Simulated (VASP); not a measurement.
# Pb (Fm-3m) in VASP: single point with LDA

Aim: the single point of Pb with LDA.

All numbers are computed with VASP 6.6.1; they aren't measurements. Logs are shortened: lines on timing, memory, paths and dates and some standing lists are left out, and cuts for length are marked.

### Step 1. The cell of the first run

It takes space group Fm-3m (No. 225, cubic). Conventional cell: a = 4.940 Å, b = 4.940 Å, c = 4.940 Å, α = 90.00°, β = 90.00°, γ = 90.00°. Within 4.6 Å of Pb (site symmetry m-3m) lie 12 Pb at 3.49 Å.

### Step 2. Single point, LDA

Input file INCAR:

```
SYSTEM = Pb
PREC = Accurate ; ENCUT = 500
EDIFF = 1E-6 ; ISMEAR = 0
SIGMA = 0.1 ; LREAL = .FALSE.
LASPH = .TRUE. ; NELM = 120
ALGO = Normal ; ISIF = 2
LWAVE = .FALSE. ; LCHARG = .FALSE.
NBANDS = 13 ; GGA_COMPAT = .FALSE.
```

Input file KPOINTS:

```
regular mesh
0
G
  6 6 6
  0 0 0
```

Input file POSCAR:

```
Pb
1.0
    0.0000000000      2.4698000000      2.4698000000
    2.4698000000      0.0000000000      2.4698000000
    2.4698000000      2.4698000000      0.0000000000
Pb
1
Direct
    0.0000000000      0.0000000000      0.0000000000
```

Potentials or basis: VASP PAW LDA potentials, release 64 (Pb_d).

On the command line:

```bash
> cat potpaw_LDA.64/Pb_d/POTCAR > POTCAR
> mpirun -np 1 vasp_std > vasp.out
```

OUTCAR:

```text
SYSTEM = Pb
   PREC = Accurate
   ENCUT = 500
   EDIFF = 1E-6
   ISMEAR = 0
   LREAL = .FALSE.
   LASPH = .TRUE.
   NELM = 120
   ISIF = 2

 ion  position               nearest neighbor table
   1  0.000  0.000  0.000-

  LATTYP: Found a face centered cubic cell.
 ALAT       =     4.9396000000

  Lattice vectors:

 A1 = (   0.0000000000,   2.4698000000,   2.4698000000)
 A2 = (   2.4698000000,   0.0000000000,   2.4698000000)
 A3 = (   2.4698000000,   2.4698000000,   0.0000000000)

Analysis of symmetry for initial positions (statically):
=====================================================================
 Subroutine PRICEL returns:
 Original cell was already a primitive cell.

 Routine SETGRP: Setting up the symmetry group for a
 face centered cubic supercell.

 Subroutine GETGRP returns: Found 48 space group operations
 (whereof 48 operations were pure point group operations)
 out of a pool of 48 trial point group operations.

The static configuration has the point symmetry O_h .

Analysis of symmetry for dynamics (positions and initial velocities):
=====================================================================
 Subroutine PRICEL returns:
 Original cell was already a primitive cell.

 Routine SETGRP: Setting up the symmetry group for a
 face centered cubic supercell.

 Subroutine GETGRP returns: Found 48 space group operations
 (whereof 48 operations were pure point group operations)
 out of a pool of 48 trial point group operations.

The dynamic configuration has the point symmetry O_h .

 Subroutine INISYM returns: Found 48 space group operations
 (whereof 48 operations are pure point group operations),
 and found     1 'primitive' translations

----------------------------------------------------------------------------------------

                                     Primitive cell

  volume of cell :      30.1311

  direct lattice vectors                    reciprocal lattice vectors
     0.000000000  2.469800000  2.469800000    -0.202445542  0.202445542  0.202445542
     2.469800000  0.000000000  2.469800000     0.202445542 -0.202445542  0.202445542
     2.469800000  2.469800000  0.000000000     0.202445542  0.202445542 -0.202445542

  length of vectors
     3.492824656  3.492824656  3.492824656     0.350645965  0.350645965  0.350645965

  position of ions in fractional coordinates (direct lattice)
     0.000000000  0.000000000  0.000000000

  ion indices of the primitive-cell ions
   primitive index   ion index
                 1           1

----------------------------------------------------------------------------------------

 KPOINTS: regular mesh

Automatic generation of k-mesh.
 Grid dimensions read from file:
 generate k-points for:    6    6    6

 Generating k-lattice:

  Cartesian coordinates                     Fractional coordinates (reciprocal lattice)
    -0.033740924  0.033740924  0.033740924     0.166666667  0.000000000  0.000000000
     0.033740924 -0.033740924  0.033740924     0.000000000  0.166666667  0.000000000
     0.033740924  0.033740924 -0.033740924     0.000000000  0.000000000  0.166666667

  Length of vectors
     0.058440994  0.058440994  0.058440994

  Shift w.r.t. Gamma in fractional coordinates (k-lattice)
     0.000000000  0.000000000  0.000000000

 Subroutine IBZKPT returns following result:
 ===========================================

 Found     16 irreducible k-points:

 Following reciprocal coordinates:
            Coordinates               Weight
  0.000000  0.000000  0.000000      1.000000
  0.166667  0.000000  0.000000      8.000000
  0.333333  0.000000  0.000000      8.000000
  0.500000  0.000000  0.000000      4.000000
  0.166667  0.166667  0.000000      6.000000
  0.333333  0.166667  0.000000     24.000000
[... 8 lines left out ...]
 -0.333333  0.333333  0.166667     24.000000
 -0.333333  0.500000  0.166667     12.000000
   k-points           NKPTS =     16   k-points in BZ     NKDIM =     16   number of bands    NBANDS=     13
   number of dos      NEDOS =    301   number of ions     NIONS =      1
   total plane-waves  NPLWV =  21952
   dimension x,y,z NGX =    28 NGY =   28 NGZ =   28
   dimension x,y,z NGXF=    56 NGYF=   56 NGZF=   56
   ions per type =               1
   NGX,Y,Z   is equivalent  to a cutoff of  13.33, 13.33, 13.33 a.u.
   NGXF,Y,Z  is equivalent  to a cutoff of  26.65, 26.65, 26.65 a.u.
 SYSTEM =  Pb
   PREC   = accura    normal or accurate (medium, high low for compatibility)
   ISTART =      0    job   : 0-new  1-cont  2-samecut
   ICHARG =      2    charge: 1-file 2-atom 10-const
   ISPIN  =      1    spin polarized calculation?
   LNONCOLLINEAR =      F non collinear calculations
   LSORBIT =      F    spin-orbit coupling
   LASPH  =      T    aspherical Exc in radial PAW
   ENCUT  =  500.0 eV  36.75 Ry    6.06 a.u.   6.37  6.37  6.37*2*pi/ulx,y,z
   NELM   =    120;   NELMIN=  2; NELMDL= -5     # of ELM steps
   EDIFF  = 0.1E-05   stopping-criterion for ELM
   LREAL  =      F    real-space projection
   EDIFFG = 0.1E-04   stopping-criterion for IOM
   NSW    =      0    number of steps for IOM
   IBRION =     -1    ionic relax: 0-MD 1-quasi-New 2-CG
   NFREE  =      0    steps in history (QN), initial steepest desc. (CG)
   ISIF   =      2    stress and relaxation
   ISYM   =      2    0-nonsym 1-usesym 2-fastsym
   POTIM  = 0.5000    time-step for ionic-motion
   TEBEG  =    0.0;   TEEND  =   0.0 temperature during run
   PSTRESS=    0.0 pullay stress
   NELECT =      14.0000    total number of electrons
   NUPDOWN=      -1.0000    fix difference up-down
   EMIN   =  10.00;   EMAX   =-10.00  energy-range for DOS
   EFERMI =   0.00;   METHOD = LEGACY
   ISMEAR =     0;   SIGMA  =   0.10  broadening in eV -4-tet -1-fermi 0-gaus
   EFERMI_NEDOS =   21; number of points for ismear=-14 and -15
   IALGO  =     38    algorithm
   IMIX   =      4    mixing-type and parameters
     AMIX     =   0.40;   BMIX     =  1.00
     AMIX_MAG =   1.60;   BMIX_MAG =  1.00
  volume/ion in A,a.u.               =      30.13       203.33
  Fermi-wavevector in a.u.,A,eV,Ry     =   1.267980  2.396135 21.875082  1.607773
  Thomas-Fermi vector in A             =   2.401099
   LORBIT       =      0    0 simple, 1 ext, 2 COOP (PROOUT), +10 PAW based schemes
   GGA     = CA    functional components
   LHFCALC =     F    Hartree Fock is set to
   AEXX    =    0.0000 exact exchange contribution
   IVDW    =     0    specifies the selected vdW correction
   LEPSILON=     F    determine dielectric tensor
   LRPA    =     F    only Hartree local field effects (RPA)
 non-spin polarized calculation
 Gauss-broadening in eV      SIGMA  =   0.10
  energy-cutoff  :      500.00
  volume of cell :       30.13
 maximum number of plane-waves:       778
 NGX is ok and might be reduce to    28
   NGX = 13   NGY = 13   NGZ = 13

 number of electron      13.9999999 magnetization

 Free energy of the ion-electron system (eV)
  ---------------------------------------------------
  ext. energy  EPLUGINS =         0.00000000
  ---------------------------------------------------
  free energy    TOTEN  =        -4.14973343 eV

  energy without entropy =       -4.14473436  energy(sigma->0) =       -4.14723390

 E-fermi :   7.2166     XC(G=0): -10.4786

 val. band max:        7.0821047510   @ k =  -0.3333   0.3333   0.1667
 cond. band min:       7.2874843261   @ k =   0.3333   0.1667   0.0000
 fundamental gap:      0.2053795751
 Fermi energy:         7.2165589897

 k-point     1 :       0.0000    0.0000    0.0000
  band No.  band energies     occupation
      1      -9.9084      2.00000
      2      -9.9084      2.00000
      3      -9.9084      2.00000
      4      -9.7664      2.00000
      5      -9.7664      2.00000
      6      -4.7187      2.00000
      7      14.4862      0.00000
      8      14.4862      0.00000
      9      14.4862      0.00000
     10      16.9215      0.00000
     11      18.6352      0.00000
     12      19.6469      0.00000
     13      19.6469      0.00000

 k-point     2 :       0.1667    0.0000    0.0000
  band No.  band energies     occupation
      1      -9.9110      2.00000
      2      -9.8782      2.00000
      3      -9.8782      2.00000
      4      -9.7604      2.00000
      5      -9.7604      2.00000
      6      -4.1803      2.00000
      7      10.3987      0.00000
      8      13.9221      0.00000
      9      13.9221      0.00000
     10      16.3507      0.00000
     11      19.7633      0.00000
     12      20.2923      0.00000
     13      20.2928      0.00000

 k-point     3 :       0.3333    0.0000    0.0000
  band No.  band energies     occupation
      1      -9.9271      2.00000
      2      -9.8827      2.00000
      3      -9.8827      2.00000
      4      -9.6808      2.00000
      5      -9.6808      2.00000
      6      -2.6130      2.00000
      7       5.5460      2.00000
      8      13.0298      0.00000
      9      13.0298      0.00000
     10      16.1240      0.00000
     11      17.7442      0.00000
     12      18.8718      0.00000
     13      18.8718      0.00000

 k-point     4 :       0.5000    0.0000    0.0000
  band No.  band energies     occupation
      1      -9.9396      2.00000
      2      -9.8990      2.00000
      3      -9.8990      2.00000
      4      -9.6258      2.00000
      5      -9.6258      2.00000
      6      -1.0627      2.00000
      7       2.8551      2.00000
      8      12.6421      0.00000
      9      12.6421      0.00000
     10      16.3936      0.00000
     11      16.6968      0.00000
     12      18.3652      0.00000
     13      18.3652      0.00000

 k-point     5 :       0.1667    0.1667    0.0000
  band No.  band energies     occupation
      1      -9.9510      2.00000
      2      -9.8326      2.00000
      3      -9.8326      2.00000
      4      -9.8137      2.00000
      5      -9.7347      2.00000
      6      -4.0016      2.00000
      7      11.5295      0.00000
      8      12.3695      0.00000
      9      12.3695      0.00000
     10      15.5021      0.00000
     11      16.9406      0.00000
     12      22.3003      0.00000
     13      22.5034      0.00000
[... 129 lines left out ...]
 k-point    14 :       0.5000    0.3333    0.1667
  band No.  band energies     occupation
      1      -9.9388      2.00000
      2      -9.8928      2.00000
      3      -9.7908      2.00000
      4      -9.6774      2.00000
      5      -9.6648      2.00000
      6      -1.3271      2.00000
      7       5.9837      2.00000
      8       7.8321      0.00000
      9      10.1244      0.00000
     10      16.3310      0.00000
     11      17.3461      0.00000
     12      19.5177      0.00000
     13      24.2416      0.00000

 k-point    15 :      -0.3333    0.3333    0.1667
  band No.  band energies     occupation
      1      -9.9147      2.00000
      2      -9.8709      2.00000
      3      -9.7765      2.00000
      4      -9.7370      2.00000
      5      -9.6237      2.00000
      6      -0.0795      2.00000
      7       4.4508      2.00000
      8       7.0821      1.94276
      9       9.1127      0.00000
     10      16.5400      0.00000
     11      18.5151      0.00000
     12      21.3569      0.00000
     13      21.4042      0.00000

 k-point    16 :      -0.3333    0.5000    0.1667
  band No.  band energies     occupation
      1      -9.9648      2.00000
      2      -9.9275      2.00000
      3      -9.7214      2.00000
      4      -9.6924      2.00000
      5      -9.5890      2.00000
      6       0.4345      2.00000
      7       4.6696      2.00000
      8       7.0044      1.99731
      9       7.6743      0.00000
     10      15.9585      0.00000
     11      16.8514      0.00000
     12      21.9596      0.00000
     13      22.3645      0.00000

------------------------ aborting loop because EDIFF is reached ----------------------------------------

  FORCE on cell =-STRESS in cart. coord.  units (eV):
  Direction    XX          YY          ZZ          XY          YZ          ZX
  --------------------------------------------------------------------------------------
  -------------------------------------------------------------------------------------
  Total       -0.1495876     -0.1495876     -0.1495876     -0.0000000     -0.0000000      0.0000000
  in kB       -7.9540979     -7.9540979     -7.9540979     -0.0000000     -0.0000000      0.0000000
  external PRESSURE =      -7.9540979 kB  Pullay stress =       0.0000000 kB

 VOLUME and BASIS-vectors are now :
 -----------------------------------------------------------------------------
  energy-cutoff  :      500.00
  volume of cell :       30.13
      direct lattice vectors                 reciprocal lattice vectors
     0.000000000  2.469800000  2.469800000    -0.202445542  0.202445542  0.202445542
     2.469800000  0.000000000  2.469800000     0.202445542 -0.202445542  0.202445542
     2.469800000  2.469800000  0.000000000     0.202445542  0.202445542 -0.202445542

 POSITION                                       TOTAL-FORCE (eV/Angst)
 -----------------------------------------------------------------------------------
      0.00000      0.00000      0.00000         0.000000      0.000000     -0.000000
 -----------------------------------------------------------------------------------
    total drift:                               -0.000000     -0.000000     -0.000000

  FREE ENERGIE OF THE ION-ELECTRON SYSTEM (eV)
  ---------------------------------------------------
  free  energy   TOTEN  =        -4.1497334312 eV

  energy  without entropy=       -4.1447343595  energy(sigma->0) =       -4.14723390
```

Wall time 12 s (1 thread of Intel Xeon 8259CL, shared host); peak memory 0.14 GiB.

Results:

```
Free energy            : -4.1497 eV
Pressure               : -0.8 GPa
Band gap on the k mesh : zero (band 7 reaches 14.49 eV, above the bottom of band 8 at 5.53 eV)
```

Caveat: the k points lie up to 0.37 Å⁻¹ apart; spin-orbit coupling is left out, which moves the levels of the heavy elements.
